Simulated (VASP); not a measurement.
# BW16 (a cell with a defect) in VASP: single point with PBEsol

Aim: the single point of BW16 (a cell with a defect) with PBEsol.

Everything below comes from runs of VASP 6.6.1. Logs are shortened: lines on timing, memory, paths and dates and some standing lists are left out, and cuts for length are marked.

## (1) The cell of the first run

The cell holds a defect, 17 atoms: a = 6.320 Å, b = 6.320 Å, c = 6.320 Å, α = 90.00°, β = 90.00°, γ = 90.00°.

## (2) Single point, PBEsol

INCAR reads:

```
PREC = Accurate
ENCUT = 520
EDIFF = 1E-6
ISMEAR = 0
SIGMA = 0.1
LREAL = Auto
LASPH = T
NELM = 100
ALGO = Normal
ISIF = 2
LWAVE = F
LCHARG = T
GGA = PS
LELF = T
LVHAR = T
NBANDS = 128
```

KPOINTS reads:

```
Automatic mesh
0
Gamma
  3 3 3
```

POSCAR reads:

```
BW16
1.0
    6.3200000000      0.0000000000      0.0000000000
    0.0000000000      6.3200000000      0.0000000000
    0.0000000000      0.0000000000      6.3200000000
W B
16 1
Direct
   -0.0069116513     -0.0001121136      0.0040140480
    0.4929805755     -0.0001102490     -0.0012196776
   -0.0072573283      0.4998899695     -0.0012201865
   -0.0069951318     -0.0001120424      0.4969084202
    0.2451412760      0.2521185380      0.2504409046
    0.4927378377      0.4998777476     -0.0529110550
    0.4929228785     -0.0001070220      0.5020849644
    0.7406690076      0.2520927279      0.2504316500
   -0.0070292737      0.4998900398      0.5020807038
    0.2451487547      0.7476223099      0.2504410574
    0.2328549672      0.2397666422      0.7504362772
    0.4931593574      0.4998834867      0.5538148715
    0.7406717997      0.7476671528      0.2504321207
    0.7531223771      0.2397016978      0.7504289624
    0.2328598139      0.7599992637      0.7504360974
    0.7531307595      0.7600741043      0.7504294299
    0.4928585504      0.4998880969      0.2504505216
```

Potentials or basis: VASP PAW PBE potentials, release 64 (W_sv, B).

Command:

```sh
> cat potpaw_PBE.64/W_sv/POTCAR potpaw_PBE.64/B/POTCAR > POTCAR
> mpirun -np 1 vasp_std > vasp.out
```

OUTCAR:

```text
PREC = Accurate
   ENCUT = 520
   EDIFF = 1E-6
   ISMEAR = 0
   LREAL = Auto
   LASPH = T
   NELM = 100
   ISIF = 2
   GGA = PS

 ion  position               nearest neighbor table
   1  0.993  1.000  0.004-  11 2.68  15 2.68  16 2.68  14 2.68   5 2.74  10 2.74   8 2.74  13 2.74
                             4 3.12   2 3.16   3 3.16   3 3.16   2 3.16   4 3.20
   2  0.493  1.000  0.999-  14 2.73  16 2.73  11 2.73  15 2.73   8 2.74  13 2.74   5 2.74  10 2.74
                             7 3.14   1 3.16   1 3.16   6 3.18   6 3.18   7 3.18
   3  0.993  0.500  0.999-  16 2.73  14 2.73  15 2.73  11 2.73  13 2.74   8 2.74  10 2.74   5 2.74
                             9 3.14   1 3.16   1 3.16   6 3.18   6 3.18   9 3.18
   4  0.993  1.000  0.497-  16 2.68  14 2.68  11 2.68  15 2.68   5 2.74  10 2.74   8 2.74  13 2.74
                             1 3.12   7 3.16   9 3.16   9 3.16   7 3.16   1 3.20
   5  0.245  0.252  0.250-  17 2.21   1 2.74   4 2.74   9 2.74   7 2.74   2 2.74   3 2.74   6 2.93
                            12 2.93  10 3.13   8 3.13  11 3.16  11 3.16   8 3.19  10 3.19
   6  0.493  0.500  0.947-  17 1.92  12 2.49  11 2.64  15 2.64  14 2.64  16 2.64  10 2.93   5 2.93
                             8 2.93  13 2.93   2 3.18   3 3.18   3 3.18   2 3.18
   7  0.493  1.000  0.502-  11 2.73  15 2.73  14 2.73  16 2.73   8 2.74  13 2.74   5 2.74  10 2.74
                             2 3.14   4 3.16   4 3.16  12 3.18  12 3.18   2 3.18
   8  0.741  0.252  0.250-  17 2.21   4 2.74   1 2.74   3 2.74   2 2.74   7 2.74   9 2.74  12 2.93
                             6 2.93   5 3.13  13 3.13  14 3.16  14 3.16  13 3.19   5 3.19
   9  0.993  0.500  0.502-  15 2.73  11 2.73  16 2.73  14 2.73  10 2.74   5 2.74  13 2.74   8 2.74
                             3 3.14   4 3.16   4 3.16  12 3.18  12 3.18   3 3.18
  10  0.245  0.748  0.250-  17 2.21   1 2.74   4 2.74   9 2.74   7 2.74   2 2.74   3 2.74   6 2.93
                            12 2.93   5 3.13  13 3.13  15 3.16  15 3.16  13 3.19   5 3.19
  11  0.233  0.240  0.750-   6 2.64  12 2.64   1 2.68   4 2.68   7 2.73   2 2.73   9 2.73   3 2.73
                            14 3.03  15 3.03   5 3.16   5 3.16  15 3.29  14 3.29
  12  0.493  0.500  0.554-  17 1.92   6 2.49  14 2.64  16 2.64  15 2.64  11 2.64  13 2.93   8 2.93
                            10 2.93   5 2.93   9 3.18   7 3.18   7 3.18   9 3.18
  13  0.741  0.748  0.250-  17 2.21   4 2.74   1 2.74   3 2.74   2 2.74   7 2.74   9 2.74  12 2.93
                             6 2.93  10 3.13   8 3.13  16 3.16  16 3.16   8 3.19  10 3.19
  14  0.753  0.240  0.750-  12 2.64   6 2.64   4 2.68   1 2.68   3 2.73   2 2.73   7 2.73   9 2.73
                            16 3.03  11 3.03   8 3.16   8 3.16  11 3.29  16 3.29
  15  0.233  0.760  0.750-   6 2.64  12 2.64   1 2.68   4 2.68   7 2.73   9 2.73   2 2.73   3 2.73
                            16 3.03  11 3.03  10 3.16  10 3.16  11 3.29  16 3.29
  16  0.753  0.760  0.750-  12 2.64   6 2.64   4 2.68   1 2.68   3 2.73   2 2.73   9 2.73   7 2.73
                            14 3.03  15 3.03  13 3.16  13 3.16  15 3.29  14 3.29
  17  0.493  0.500  0.250-   6 1.92  12 1.92  10 2.21   5 2.21  13 2.21   8 2.21

  LATTYP: Found a simple cubic cell.
 ALAT       =     6.3200000000

  Lattice vectors:

 A1 = (   6.3200000000,   0.0000000000,   0.0000000000)
 A2 = (   0.0000000000,   6.3200000000,   0.0000000000)
 A3 = (   0.0000000000,   0.0000000000,   6.3200000000)

Analysis of symmetry for initial positions (statically):
=====================================================================
 Subroutine PRICEL returns:
 Original cell was already a primitive cell.

 Routine SETGRP: Setting up the symmetry group for a
 simple cubic supercell.

 Subroutine GETGRP returns: Found  1 space group operations
 (whereof  1 operations were pure point group operations)
 out of a pool of 48 trial point group operations.

The static configuration has the point symmetry C_1 .

Analysis of symmetry for dynamics (positions and initial velocities):
=====================================================================
 Subroutine PRICEL returns:
 Original cell was already a primitive cell.

 Routine SETGRP: Setting up the symmetry group for a
 simple cubic supercell.

 Subroutine GETGRP returns: Found  1 space group operations
 (whereof  1 operations were pure point group operations)
 out of a pool of 48 trial point group operations.

The dynamic configuration has the point symmetry C_1 .

 Subroutine INISYM returns: Found  1 space group operations
 (whereof  1 operations are pure point group operations),
 and found     1 'primitive' translations

----------------------------------------------------------------------------------------

                                     Primitive cell

  volume of cell :     252.4360
[... 65 lines left out ...]

  Shift w.r.t. Gamma in fractional coordinates (k-lattice)
     0.000000000  0.000000000  0.000000000

 Subroutine IBZKPT returns following result:
 ===========================================

 Found     14 irreducible k-points:

 Following reciprocal coordinates:
            Coordinates               Weight
  0.000000  0.000000  0.000000      1.000000
  0.333333  0.000000  0.000000      2.000000
  0.000000  0.333333  0.000000      2.000000
  0.000000  0.000000  0.333333      2.000000
  0.333333  0.333333  0.000000      2.000000
  0.000000  0.333333  0.333333      2.000000
  0.333333  0.000000  0.333333      2.000000
 -0.333333  0.333333  0.000000      2.000000
 -0.333333  0.000000  0.333333      2.000000
  0.000000 -0.333333  0.333333      2.000000
  0.333333  0.333333  0.333333      2.000000
 -0.333333  0.333333  0.333333      2.000000
 -0.333333 -0.333333  0.333333      2.000000
  0.333333 -0.333333  0.333333      2.000000
   k-points           NKPTS =     14   k-points in BZ     NKDIM =     14   number of bands    NBANDS=    128
   number of dos      NEDOS =    301   number of ions     NIONS =     17
   total plane-waves  NPLWV = 110592
   dimension x,y,z NGX =    48 NGY =   48 NGZ =   48
   dimension x,y,z NGXF=    96 NGYF=   96 NGZF=   96
   ions per type =              16   1
   NGX,Y,Z   is equivalent  to a cutoff of  12.63, 12.63, 12.63 a.u.
   NGXF,Y,Z  is equivalent  to a cutoff of  25.25, 25.25, 25.25 a.u.
 SYSTEM =  unknown system
   PREC   = accura    normal or accurate (medium, high low for compatibility)
   ISTART =      0    job   : 0-new  1-cont  2-samecut
   ICHARG =      2    charge: 1-file 2-atom 10-const
   ISPIN  =      1    spin polarized calculation?
   LNONCOLLINEAR =      F non collinear calculations
   LSORBIT =      F    spin-orbit coupling
   LASPH  =      T    aspherical Exc in radial PAW
   ENCUT  =  520.0 eV  38.22 Ry    6.18 a.u.  11.75 11.75 11.75*2*pi/ulx,y,z
   NELM   =    100;   NELMIN=  2; NELMDL= -5     # of ELM steps
   EDIFF  = 0.1E-05   stopping-criterion for ELM
   LREAL  =      T    real-space projection
   EDIFFG = 0.1E-04   stopping-criterion for IOM
   NSW    =      0    number of steps for IOM
   IBRION =     -1    ionic relax: 0-MD 1-quasi-New 2-CG
   NFREE  =      0    steps in history (QN), initial steepest desc. (CG)
   ISIF   =      2    stress and relaxation
   ISYM   =      2    0-nonsym 1-usesym 2-fastsym
   POTIM  = 0.5000    time-step for ionic-motion
   TEBEG  =    0.0;   TEEND  =   0.0 temperature during run
   PSTRESS=    0.0 pullay stress
   NELECT =     227.0000    total number of electrons
   NUPDOWN=      -1.0000    fix difference up-down
   EMIN   =  10.00;   EMAX   =-10.00  energy-range for DOS
   EFERMI =   0.00;   METHOD = LEGACY
   ISMEAR =     0;   SIGMA  =   0.10  broadening in eV -4-tet -1-fermi 0-gaus
   EFERMI_NEDOS =   21; number of points for ismear=-14 and -15
   IALGO  =     38    algorithm
   IMIX   =      4    mixing-type and parameters
     AMIX     =   0.40;   BMIX     =  1.00
     AMIX_MAG =   1.60;   BMIX_MAG =  1.00
  volume/ion in A,a.u.               =      14.85       100.21
  Fermi-wavevector in a.u.,A,eV,Ry     =   1.580155  2.986060 33.972251  2.496890
  Thomas-Fermi vector in A             =   2.680426
   LORBIT       =      0    0 simple, 1 ext, 2 COOP (PROOUT), +10 PAW based schemes
   GGA     = PS    functional components
   LHFCALC =     F    Hartree Fock is set to
   AEXX    =    0.0000 exact exchange contribution
   IVDW    =     0    specifies the selected vdW correction
   LEPSILON=     F    determine dielectric tensor
   LRPA    =     F    only Hartree local field effects (RPA)
 non-spin polarized calculation
 Gauss-broadening in eV      SIGMA  =   0.10
  energy-cutoff  :      520.00
  volume of cell :      252.44
 maximum number of plane-waves:      6859
   NGX = 23   NGY = 23   NGZ = 23

 number of electron     226.9999994 magnetization

 Free energy of the ion-electron system (eV)
  ---------------------------------------------------
  ext. energy  EPLUGINS =         0.00000000
  ---------------------------------------------------
  free energy    TOTEN  =      -225.42789841 eV

  energy without entropy =     -225.37431416  energy(sigma->0) =     -225.40110629

 E-fermi :  11.5368     XC(G=0): -13.8809

 val. band max:       11.5333955096   @ k =   0.0000   0.3333   0.0000
 cond. band min:      11.5846995721   @ k =   0.0000  -0.3333   0.3333
 fundamental gap:      0.0513040625
 Fermi energy:        11.5368166867

 k-point     1 :       0.0000    0.0000    0.0000
  band No.  band energies     occupation
      1     -62.5334      2.00000
      2     -62.4629      2.00000
      3     -62.4629      2.00000
      4     -62.4534      2.00000
      5     -62.4198      2.00000
      6     -62.4112      2.00000
[... 1781 lines left out ...]
    124      13.4266      0.00000
    125      13.6357      0.00000
 [bands above 125 left out]

------------------------ aborting loop because EDIFF is reached ----------------------------------------

  FORCE on cell =-STRESS in cart. coord.  units (eV):
  Direction    XX          YY          ZZ          XY          YZ          ZX
  --------------------------------------------------------------------------------------
  -------------------------------------------------------------------------------------
  Total       10.6318535     10.6441059     32.1369573     -0.0014483      0.0006615      0.0156489
  in kB       67.4789524     67.5567166    203.9689704     -0.0091921      0.0041988      0.0993214
  external PRESSURE =     113.0015465 kB  Pullay stress =       0.0000000 kB

 VOLUME and BASIS-vectors are now :
 -----------------------------------------------------------------------------
  energy-cutoff  :      520.00
  volume of cell :      252.44
      direct lattice vectors                 reciprocal lattice vectors
     6.320000000  0.000000000  0.000000000     0.158227848  0.000000000  0.000000000
     0.000000000  6.320000000  0.000000000     0.000000000  0.158227848  0.000000000
     0.000000000  0.000000000  6.320000000     0.000000000  0.000000000  0.158227848

 POSITION                                       TOTAL-FORCE (eV/Angst)
 -----------------------------------------------------------------------------------
      6.27632      6.31929      0.02537        -0.016283     -0.000317      0.024873
      3.11564      6.31930      6.31229        -0.001831     -0.000787      0.004805
      6.27413      3.15930      6.31229         0.016665     -0.000540      0.004319
      6.27579      6.31929      3.14046        -0.004465     -0.000464     -0.030161
      1.54929      1.59339      1.58279        -0.006151     -0.006883      0.002471
      3.11410      3.15923      5.98560         0.021503      0.000617      0.063551
[... 9 lines left out ...]
      4.75979      4.80367      4.74271         0.006637      0.002145      0.007140
      3.11487      3.15929      1.58285         0.001079     -0.000352     -0.000008
 -----------------------------------------------------------------------------------
    total drift:                                0.028211     -0.000850      0.002171

  FREE ENERGIE OF THE ION-ELECTRON SYSTEM (eV)
  ---------------------------------------------------
  free  energy   TOTEN  =      -225.4278984081 eV

  energy  without entropy=     -225.3743141629  energy(sigma->0) =     -225.40110629
```

Wall time 22 min (1 thread of AMD EPYC 7R13, shared host); peak memory 0.46 GiB.

What came out:

* Free energy: -225.4279 eV
* Pressure: 11.3 GPa
* Largest force: 0.068 eV/Å
* Band gap on the k mesh: zero (an odd number of electrons rules out a gap without spin polarisation)

Forces on the atoms (eV/Å):
```
W   -0.016  0.000  0.025
W   -0.002 -0.001  0.005
W    0.017 -0.001  0.004
W   -0.004  0.000 -0.030
W   -0.006 -0.007  0.002
W    0.022  0.001  0.064
W    0.003 -0.001 -0.004
W    0.011 -0.002 -0.002
W   -0.001 -0.001 -0.003
W   -0.007  0.010  0.002
W   -0.013 -0.011 -0.005
W   -0.017  0.000 -0.066
W    0.011  0.003 -0.002
W    0.008 -0.004  0.007
W   -0.013  0.011 -0.005
W    0.007  0.002  0.007
B    0.001  0.000  0.000
```

Caveat: the PAW data sets were made with another functional, which shifts forces and pressure a little; spin-orbit coupling is left out, which moves the levels of the heavy elements.

The gap in the log of VASP goes by the Fermi energy; the results here count the filled bands.